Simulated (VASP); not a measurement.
# Li16Br3Cl13 (P1) in VASP: further runs, part 2 of 2

VASP 6.6.1. The steps go on from the part before.

**3. Single point, PBEsol**

The input, INCAR:

```
PREC = Accurate ; ENCUT = 520
EDIFF = 1E-6 ; ISMEAR = -1
SIGMA = 0.05 ; LREAL = Auto
LASPH = True ; NELM = 100
ALGO = Normal ; ISIF = 2
LWAVE = False ; LCHARG = False
GGA = PS ; ISYM = 0
NBANDS = 198
```

The input, KPOINTS:

```
Automatic mesh
0
Gamma
  1 1 1
  0.25 0.25 0.25
```

The input, POSCAR:

```
Li16Br3Cl13
1.0
   10.2667045994      0.0000000000      0.0000000000
    0.0000000000     10.2667045994      0.0000000000
    0.0000000000      0.0000000000     10.2667045994
Br Cl Li
6 26 32
Direct
    0.2519340000      0.0000000000      0.0001910000
    0.2509310000      0.0008700000      0.5004230000
    0.9987770000      0.2520340000      0.0011830000
    0.9976740000      0.9989790000      0.7495060000
    0.5010960000      0.4989500000      0.2503840000
    0.2489730000      0.7488680000      0.2504380000
    0.2501640000      0.4999990000      0.9972670000
    0.2487110000      0.4989330000      0.5026820000
    0.7474910000      0.9987160000      0.0017010000
    0.7486050000      0.9999960000      0.4995700000
    0.7496450000      0.5011000000      0.9987980000
    0.7509170000      0.5000270000      0.5018530000
    0.9981640000      0.2528990000      0.4995530000
    0.9968170000      0.7475590000      0.0003200000
    0.9966820000      0.7474220000      0.5003850000
    0.5014760000      0.2503030000      0.9990330000
    0.5017160000      0.2503240000      0.5017480000
    0.5028890000      0.7496350000      0.9975450000
    0.5027360000      0.7498410000      0.5031740000
    0.9953640000      0.9999550000      0.2518900000
    0.9981670000      0.5000860000      0.2515500000
    0.9993670000      0.5010230000      0.7487410000
    0.5039730000      0.0009240000      0.2505400000
    0.5025290000      0.0000120000      0.7502010000
    0.5005570000      0.5000280000      0.7500090000
    0.2498570000      0.2513510000      0.2519650000
    0.2529090000      0.2538990000      0.7488710000
    0.2512200000      0.7457660000      0.7501480000
    0.7499020000      0.2490610000      0.2518710000
    0.7473850000      0.2514990000      0.7490160000
    0.7507460000      0.7508540000      0.2506020000
    0.7487020000      0.7484770000      0.7502770000
    0.9902950000      0.9920220000      0.0080080000
    0.9909030000      0.9984270000      0.4937560000
    0.9975730000      0.5070580000      0.9992340000
    0.9978530000      0.5016150000      0.4998510000
    0.5080630000      0.9982910000      0.0004940000
    0.5081420000      0.9996860000      0.5003690000
    0.5021170000      0.5017320000      0.9931030000
    0.5023320000      0.5006250000      0.5071860000
    0.2577110000      0.2587040000      0.9979430000
    0.2522800000      0.2583500000      0.5019740000
    0.2527370000      0.7413580000      0.9928510000
    0.2495980000      0.7410510000      0.5077030000
    0.7428410000      0.2519690000      0.9998320000
    0.7485900000      0.2521400000      0.5007740000
    0.7486660000      0.7479550000      0.9988320000
    0.7492520000      0.7480090000      0.5021610000
    0.2489200000      0.0082740000      0.2502440000
    0.2578280000      0.0022720000      0.7502780000
    0.2423220000      0.4927890000      0.2496600000
    0.2499010000      0.4986070000      0.7496630000
    0.7495260000      0.0015520000      0.2512650000
    0.7430110000      0.0005120000      0.7507550000
    0.7565770000      0.4982450000      0.2504900000
    0.7496510000      0.4999620000      0.7503590000
    0.9980170000      0.2502860000      0.2576690000
    0.9991470000      0.2571560000      0.7427880000
    0.9925620000      0.7497100000      0.2520940000
    0.9977310000      0.7429530000      0.7485350000
    0.5020970000      0.2430340000      0.2526960000
    0.5008790000      0.2504330000      0.7489840000
    0.5075250000      0.7568910000      0.2512650000
    0.5017310000      0.7498630000      0.7500400000
```

Potentials or basis: VASP PAW PBE potentials, release 64 (Br, Cl, Li_sv).

Run with:

```bash
$ cat potpaw_PBE.64/Br/POTCAR potpaw_PBE.64/Cl/POTCAR potpaw_PBE.64/Li_sv/POTCAR > POTCAR
$ mpirun -np 1 vasp_std > vasp.out
```

OUTCAR:

```text
PREC = Accurate
   ENCUT = 520
   EDIFF = 1E-6
   ISMEAR = -1
   LREAL = Auto
   LASPH = True
   NELM = 100
   ISIF = 2
   GGA = PS
   ISYM = 0

 ion  position               nearest neighbor table
   1  0.252  0.000  0.000-  50 2.57  49 2.57  37 2.63  43 2.66  41 2.66  33 2.69
   2  0.251  0.001  0.500-  50 2.57  49 2.57  38 2.64  42 2.64  44 2.67  34 2.67
   3  0.999  0.252  0.001-  35 2.62  45 2.63  57 2.63  58 2.65  41 2.66  33 2.67
   4  0.998  0.999  0.750-  54 2.61  34 2.63  60 2.63  58 2.65  33 2.66  50 2.67
   5  0.501  0.499  0.250-  55 2.62  61 2.63  40 2.64  39 2.64  63 2.65  51 2.66
   6  0.249  0.749  0.250-  51 2.63  59 2.63  44 2.64  43 2.65  63 2.66  49 2.66
[... 56 lines left out ...]
  63  0.508  0.757  0.251-  31 2.50  23 2.51  19 2.59  18 2.61   5 2.65   6 2.66
  64  0.502  0.750  0.750-  19 2.53  32 2.54  18 2.54  25 2.57  24 2.57  28 2.57

IMPORTANT INFORMATION: All symmetrisations will be switched off!
NOSYMM: (Re-)initialisation of all symmetry stuff for point group C_1.

----------------------------------------------------------------------------------------

[... 252 lines left out ...]
      1     -42.1790      2.00000
      2     -42.1779      2.00000
      3     -42.1749      2.00000
      4     -42.1742      2.00000
      5     -42.1734      2.00000
      6     -42.1727      2.00000
[... 689 lines left out ...]
    171       8.3024      0.00000
    172       8.3665      0.00000
 [bands above 172 left out]

------------------------ aborting loop because EDIFF is reached ----------------------------------------

  FORCE on cell =-STRESS in cart. coord.  units (eV):
  Direction    XX          YY          ZZ          XY          YZ          ZX
  --------------------------------------------------------------------------------------
  -------------------------------------------------------------------------------------
  Total       -0.1527004     -0.1856574      0.0206092      0.0450735     -0.0232391     -0.0233841
  in kB       -0.2260776     -0.2748715      0.0305125      0.0667327     -0.0344062     -0.0346208
  external PRESSURE =      -0.1568122 kB  Pullay stress =       0.0000000 kB

 VOLUME and BASIS-vectors are now :
 -----------------------------------------------------------------------------
  energy-cutoff  :      520.00
  volume of cell :     1082.16
      direct lattice vectors                 reciprocal lattice vectors
    10.266704599  0.000000000  0.000000000     0.097402238  0.000000000  0.000000000
     0.000000000 10.266704599  0.000000000     0.000000000  0.097402238  0.000000000
     0.000000000  0.000000000 10.266704599     0.000000000  0.000000000  0.097402238

 POSITION                                       TOTAL-FORCE (eV/Angst)
 -----------------------------------------------------------------------------------
      2.58653      0.00000      0.00196        -0.009221     -0.000148     -0.000910
      2.57623      0.00893      5.13770        -0.006480     -0.003591     -0.004210
     10.25415      2.58756      0.01215         0.002507     -0.003762     -0.003414
     10.24282     10.25622      7.69496         0.009671      0.002361     -0.000489
      5.14460      5.12257      2.57062        -0.006852      0.009543     -0.004575
      2.55613      7.68841      2.57117         0.005278      0.007897     -0.006323
[... 56 lines left out ...]
      5.21061      7.77078      2.57966         0.001314      0.005374     -0.002433
      5.15112      7.69862      7.70044        -0.000063     -0.000492     -0.000680
 -----------------------------------------------------------------------------------
    total drift:                               -0.018720      0.004748     -0.014232

  FREE ENERGIE OF THE ION-ELECTRON SYSTEM (eV)
  ---------------------------------------------------
  free  energy   TOTEN  =      -239.8538197826 eV

  energy  without entropy=     -239.8538197825  energy(sigma->0) =     -239.85381978
```

stdout:

```text
POSCAR found type information on POSCAR BrClLi
 POSCAR found :  3 types and      64 ions
 scaLAPACK will be used
 -----------------------------------------------------------------------------
|                                                                             |
|                                                                             |
|     You enforced a specific xc type in the INCAR file but a different       |
|     I HOPE YOU KNOW WHAT YOU ARE DOING!                                     |
|                                                                             |
 -----------------------------------------------------------------------------

 LDA part: xc-table for (Slater+PW92), standard interpolation
 POSCAR, INCAR and KPOINTS ok, starting setup
 FFT: planning ... GRIDC
 FFT: planning ... GRID_SOFT
 FFT: planning ... GRID
 WAVECAR not read
 entering main loop
```

It took 24 min on 1 thread of AMD EPYC 7R13 (Zen 3), shared host; peak memory 1.2 GiB.

Results:

* Free energy: -239.8538 eV
* Largest force: 0.013 eV/Å
* Band gap on the k mesh: 6.26 eV

Forces on the atoms (eV/Å):
```
Br  -0.009  0.000 -0.001
Br  -0.006 -0.004 -0.004
Br   0.003 -0.004 -0.003
Br   0.010  0.002  0.000
Br  -0.007  0.010 -0.005
Br   0.005  0.008 -0.006
Cl   0.000  0.001  0.000
Cl  -0.001  0.000  0.004
Cl  -0.001  0.000 -0.002
Cl  -0.002  0.002 -0.002
Cl   0.001  0.001 -0.001
Cl  -0.002 -0.001 -0.003
Cl  -0.001  0.003 -0.002
Cl  -0.004 -0.004 -0.002
Cl   0.000 -0.006  0.001
Cl   0.003 -0.002 -0.004
Cl   0.003 -0.001  0.001
Cl   0.000  0.000 -0.001
Cl   0.004 -0.003 -0.001
Cl   0.002  0.001 -0.001
Cl  -0.002 -0.001  0.005
Cl  -0.001  0.001  0.003
Cl   0.003  0.003  0.003
Cl   0.003  0.001  0.002
Cl  -0.002  0.000  0.001
Cl   0.001  0.002 -0.001
Cl  -0.001  0.003  0.001
Cl   0.002 -0.001 -0.001
Cl  -0.002  0.001  0.004
Cl  -0.003  0.002  0.001
Cl  -0.002 -0.002  0.000
Cl  -0.003 -0.003  0.000
Li  -0.003 -0.006  0.001
Li  -0.004 -0.006 -0.002
Li   0.001  0.002  0.007
Li  -0.002  0.000  0.004
Li   0.002 -0.002  0.000
Li   0.006 -0.002  0.002
Li   0.001  0.002  0.000
Li   0.000 -0.001  0.003
Li   0.003  0.003  0.002
Li   0.000  0.004  0.000
Li  -0.005 -0.005 -0.004
Li   0.007 -0.002  0.003
Li  -0.001  0.002  0.002
Li  -0.003  0.001  0.001
Li  -0.003 -0.002 -0.003
Li   0.003 -0.002  0.003
Li   0.004  0.001  0.000
Li  -0.002  0.006  0.001
Li  -0.002 -0.004  0.004
Li   0.001  0.000  0.006
Li   0.002  0.002 -0.008
Li   0.002  0.001  0.000
Li   0.002 -0.002 -0.001
Li   0.004 -0.002 -0.003
Li  -0.002 -0.003  0.001
Li   0.004  0.002 -0.002
Li  -0.002  0.000  0.003
Li   0.000  0.001  0.001
Li  -0.003  0.000 -0.001
Li  -0.005 -0.002 -0.002
Li   0.001  0.005 -0.002
Li   0.000  0.000 -0.001
```

Caveat: the cutoff is under 1.25 times the usual one of these potentials, so pressure, stress and relaxed cells hold a basis-set (Pulay) error; the PAW data sets were made with another functional, which shifts forces and pressure a little; a shifted mesh leaves out Γ, where band edges can lie. A k mesh can miss the band edges.
